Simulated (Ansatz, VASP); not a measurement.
**B5P in VASP and in Ansatz**

The input INCAR:

```
PREC = Accurate
ENCUT = 500
EDIFF = 1E-7
ISMEAR = 0
SIGMA = 0.2
LREAL = False
LASPH = True
NELM = 120
ALGO = Normal
ISIF = 3
LWAVE = False
LCHARG = False
GGA = PE
IBRION = 2
NSW = 36
EDIFFG = -0.08
GGA_COMPAT = False
NELMIN = 4
```

File KPOINTS:

```
regular mesh
0
Gamma
  5 5 5
```

File POSCAR:

```
B5P
1.0
    0.0000000000      3.0498522200      3.0498522200
    3.0498522200      0.0000000000      3.0498522200
    3.0498522200      3.0498522200      0.0000000000
B P
5 1
Direct
    0.3750000000      0.3750000000      0.8750000000
    0.3750000000      0.8750000000      0.3750000000
    0.8750000000      0.3750000000      0.3750000000
    0.3750000000      0.3750000000      0.3750000000
    0.7500000000      0.7500000000      0.7500000000
    0.0000000000      0.0000000000      0.0000000000
```

Input for Ansatz:

```yaml
crystal:
  lattice:
    - [0.0, 3.04985222, 3.04985222]
    - [3.04985222, 0.0, 3.04985222]
    - [3.04985222, 3.04985222, 0.0]
  atoms:
    - { symbol: B, position: [0.375, 0.375, 0.875] }
    - { symbol: B, position: [0.375, 0.875, 0.375] }
    - { symbol: B, position: [0.875, 0.375, 0.375] }
    - { symbol: B, position: [0.375, 0.375, 0.375] }
    - { symbol: B, position: [0.75, 0.75, 0.75] }
    - { symbol: P, position: [0.0, 0.0, 0.0] }
basis:
  ecutwfc: 420
kpoints:
  mp_grid: { grid: [5, 5, 5] }
hamiltonian:
  xc: pbe
scf:
  occupations: { method: gaussian, width: 0.2 }
  lower_state_search: "off"
output:
  forces: true
  stress: true
  eigenvalues: true
relax:
  adjacent_minimum: "off"
  f_tol: 0.08
  max_steps: 16
  cell: { stress_tol: 0.8 }
```

Change from the starting cell: species swapped into the DyCu5 type (F-43m, No. 216).

Alike in both runs: task relaxation of cell and atoms; functional PBE; k mesh 5 × 5 × 5; occupations gaussian, width 0.2 eV; no spin polarisation.

|  | VASP | Ansatz |
| --- | --- | --- |
| version | VASP 6.6.1 | Ansatz 0.2.0 |
| potentials or method | VASP PAW PBE potentials, release 64 (B, P), cutoff 500 eV | scalar-relativistic, plane waves, PAW |
| valence electrons in the cell | 20 | 20 |

|  | VASP | Ansatz | Ansatz less VASP |
| --- | --- | --- | --- |
| gap on the k mesh at the Fermi level, each at its own relaxed structure (eV) | none | none | - |
| relaxed volume (Å³/atom) | 7.46 | 7.53 | +0.067 |
| relaxed cell length with the largest relative difference (Å) | 3.986 | 3.998 | +0.0119 |

A gap of «none» marks a metal or a gap that the smearing closes.

Noted on VASP's run: the volume moved by over 15 % at a fixed basis, so the end points are rough; too few bands were computed for a metal, which touches its energy and stress.
